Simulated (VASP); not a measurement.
Here is a VASP 6.6.1 calculation.

INCAR

```
PREC     = Accurate       # precision mode
ENCUT    = 520            # plane-wave cutoff, eV
EDIFF    = 1E-6           # SCF threshold, eV
ISMEAR   = -1             # smearing method
SIGMA    = 0.1            # smearing width, eV
LREAL    = False          # projectors in reciprocal space
LASPH    = True           # aspherical terms in the spheres
NELM     = 150            # most SCF steps
ALGO     = Normal         # electronic algorithm
ISIF     = 2              # what is computed and relaxed
LWAVE    = False          # write WAVECAR
LCHARG   = False          # write CHGCAR
ISPIN    = 2              # spin polarisation
MAGMOM   = 0              # initial moments
LORBIT   = 11             # projections on sites
NUPDOWN  = 0.0            # fixed moment
LMAXMIX  = 4              # l up to which the mixer works
GGA      = PE             # functional
NBANDS   = 14             # bands
```

The input KPOINTS:

```
Automatic mesh
0
Gamma
  12 12 12
```

POSCAR

```
Fe
1.0
    0.0000000000      1.7775000000      1.7775000000
    1.7775000000      0.0000000000      1.7775000000
    1.7775000000      1.7775000000      0.0000000000
Fe
1
Direct
    0.0000000000      0.0000000000      0.0000000000
```

Potentials or basis: VASP PAW PBE potentials, release 64 (Fe).

Command:

```bash
$ cat potpaw_PBE.64/Fe/POTCAR > POTCAR
$ mpirun -np 1 vasp_std > vasp.out
```

Estimate the pressure.

-20.8 GPa.

Caveat: the total moment is fixed, so each spin has its own Fermi level.
